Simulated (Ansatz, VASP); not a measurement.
**Two plane-wave programs on AlN**

```xyz
2
Lattice="0.1279 2.1536 2.1536 2.1536 0.1279 2.1536 2.1536 2.1536 0.1279" Properties=species:S:1:pos:R:3 pbc="T T T"
Al    2.2176    2.2176    2.2176
N     0.0000    0.0000    0.0000
```

Alike in both runs: task single point; functional PBE; k mesh 10 × 10 × 10; occupations gaussian, width 0.05 eV; no spin polarisation.

|  | VASP | Ansatz |
| --- | --- | --- |
| version | VASP 6.6.1 | Ansatz 0.2.0 |
| potentials or method | VASP PAW PBE potentials, release 64 (Al, N), cutoff 520 eV | scalar-relativistic, plane waves, PAW |
| valence electrons in the cell | 8 | 8 |

```tsv
	VASP	Ansatz	Ansatz less VASP
gap on the k mesh at the Fermi level (eV)	2.86	2.87	+0.012
least direct gap on the mesh (eV)	3.49	3.49	-0.005
pressure (GPa)	-16.0	-15.8	+0.14
traceless stress, the component that is largest in VASP (GPa)	-18.00	-17.99	+0.009
```
